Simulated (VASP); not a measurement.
Crystal: CuO.

```xyz
4
Lattice="0.0000 -2.1166 -2.1166 -2.1166 0.0000 -2.1166 2.1166 2.1166 -4.2331" Properties=species:S:1:pos:R:3 pbc="T T T"
Cu    0.0233   -0.0336   -4.1419
Cu    0.0233    2.0829   -6.2584
O    -0.0233    0.0336   -6.4409
O    -0.0233    0.0336   -2.2078
```

Base run:

| Quantity | Value |
| --- | --- |
| Program | VASP 6.6.1 |
| Functional | BLYP |
| Potentials or basis | VASP PAW PBE potentials, release 64 (Cu, O) |
| Cutoff | 520 eV |
| k mesh | 10 × 10 × 6 |
| Occupations | fermi-dirac, width 0.05 eV |
| Spin | no spin polarisation |

Its results: band gap on the k mesh zero (bands 17 and 18 overlap by 1.13 eV); pressure 13.9 GPa; largest force 1.299 eV/Å.

Task: The run is repeated on the same cell with these changes: functional from BLYP to PBE; hubbard terms from none to Cu d U = 1.0 eV. What comes out?

Result: Band gap on the k mesh zero (bands 17 and 18 overlap by 1.15 eV); pressure 5.2 GPa; largest force 1.237 eV/Å.

Several settings changed at once.

Caveats: the stress differs along the axes, from 11 to 19 GPa (at least some runs); the PAW data sets were made with another functional, which shifts forces and pressure a little (at least some runs); semilocal functionals often make such compounds metallic where correlation or magnetic order opens a gap, which also shifts bond lengths (at least some runs); the stress differs along the axes, from 2 to 10 GPa (at least some runs); U without spin polarisation on a metal has little footing (at least some runs); forces of over 1 eV/Å act on the atoms, so gaps and moduli don't describe the material at rest (at least some runs).
